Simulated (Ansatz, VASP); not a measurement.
# One calculation of Ga, two programs

The input INCAR:

```
PREC = Accurate ; ENCUT = 520
EDIFF = 1E-6 ; ISMEAR = -1
SIGMA = 0.1 ; LREAL = F
LASPH = T ; NELM = 100
ALGO = Normal ; ISIF = 2
LWAVE = F ; LCHARG = F
GGA = B5 ; ALDAX = 1.0
AGGAX = 1.0 ; AGGAC = 1.0
ALDAC = 0.0 ; NBANDS = 20
```

The input KPOINTS:

```
regular mesh
0
Gamma
  10 10 10
```

The input POSCAR:

```
Ga
1.0
    0.0000000000      2.9817201669      2.9817201669
    2.9817201669      0.0000000000      2.9817201669
    2.9817201669      2.9817201669      0.0000000000
Ga
2
Direct
    0.1250000000      0.1250000000      0.1250000000
    0.8750000000      0.8750000000      0.8750000000
```

Input for Ansatz:

```yaml
crystal:
  lattice:
    - [0.0, 2.9817201669, 2.9817201669]
    - [2.9817201669, 0.0, 2.9817201669]
    - [2.9817201669, 2.9817201669, 0.0]
  atoms:
    - { symbol: Ga, position: [0.125, 0.125, 0.125] }
    - { symbol: Ga, position: [0.875, 0.875, 0.875] }
hamiltonian:
  xc: blyp
  pseudopotentials:
    kind: paw
    azcp:
      Ga: "pseudopotentials/Ga.paw.azcp"
basis:
  ecutwfc: 420
  fft_grid_basis: typed
kpoints:
  mp_grid: { grid: [10, 10, 10], shift: [0, 0, 0] }
magnetization:
  spin_polarized: false
scf:
  occupations: { method: fermi_dirac, width: 0.1 }
  lower_state_search: "off"
output:
  stress: true
```

Alike in both runs: task single point; functional BLYP; k mesh 10 × 10 × 10; occupations fermi-dirac, width 0.1 eV; no spin polarisation.

|  | VASP | Ansatz |
| --- | --- | --- |
| version | VASP 6.6.1 | Ansatz 0.2.0 |
| potentials or method | VASP PAW PBE potentials, release 64 (Ga_d), cutoff 520 eV | plane waves (420 eV) with PAW, scalar-relativistic |
| valence electrons in the cell | 26 | 26 |

```tsv
	VASP	Ansatz	Ansatz less VASP
pressure (GPa)	1.4	1.3	-0.07
```

VASP's potentials were made for PBE, not for BLYP.
